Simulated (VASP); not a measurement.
TiC:

```
CELL_PARAMETERS angstrom
0.00000 2.18006 2.18006
2.18006 0.00000 2.18006
2.18006 2.18006 0.00000
ATOMIC_POSITIONS crystal
Ti 0.00000 0.00000 0.00000
C 0.50000 0.50000 0.50000
```

Base run:

| Item | Value |
| --- | --- |
| Program | VASP 6.6.1 |
| Functional | PBE |
| Dispersion | D3(BJ) |
| Potentials or basis | VASP PAW PBE potentials, release 64 (Ti_sv, C) |
| Cutoff | 520 eV |
| k mesh | 11 × 11 × 11 |
| Occupations | fermi-dirac, width 0.05 eV |
| Spin | no spin polarisation |

Its results: band gap on the k mesh zero (band 8 reaches 9.87 eV, above the bottom of band 9 at 8.78 eV); pressure -11.3 GPa.

Task: The run is repeated on the same cell with these changes: functional from PBE to r2SCAN; dispersion from D3(BJ) to D4. What comes out?

Result: Band gap on the k mesh zero (band 8 reaches 10.11 eV, above the bottom of band 9 at 8.79 eV); pressure -6.3 GPa.

Several settings changed at once, so the effect can't be laid on one alone.

Caveats: pairwise dispersion overbinds metals, which lowers pressure and volume; the PAW data sets were made with another functional, which shifts forces and pressure a little (some runs).
